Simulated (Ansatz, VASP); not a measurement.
**One calculation of Be2Br3, two programs**

```
CELL_PARAMETERS angstrom
5.41910 -1.77309 -0.00703
5.41910 1.77309 -0.00703
-1.17366 0.00000 8.94649
ATOMIC_POSITIONS crystal
Be 0.03356 0.03356 0.40023
Be 0.06089 0.06089 0.64985
Br 0.53677 0.53677 0.78366
Br 0.48028 0.48028 0.26628
Br 0.21950 0.21950 0.52498
```

Change from the starting cell: species swapped into the B2Pt3 type (Cm, No. 8).

Alike in both runs: functional PBE; k mesh 12 × 12 × 4; occupations gaussian, width 0.1 eV; no spin polarisation.

Ansatz relaxed the structure, and its values are those at the end. VASP's run is a single point on that final structure, the one shown.

|  | VASP | Ansatz |
| --- | --- | --- |
| version | VASP 6.6.1 | Ansatz 0.2.0 |
| potentials or method | VASP PAW PBE potentials, release 64 (Be, Br), cutoff 520 eV | scalar-relativistic, plane waves, PAW |
| valence electrons in the cell | 25 | 25 |

```tsv
	VASP	Ansatz	Ansatz less VASP
gap on the k mesh at the Fermi level (eV)	none	none	-
pressure (GPa)	0.0	0.0	-0.03
rms of the force components (eV/Å)	0.006	0.003	-0.0033
```

A gap of «none» marks a metal or a gap that the smearing closes. With one functional, cell and mesh, what is left measures potentials, basis and numerics.
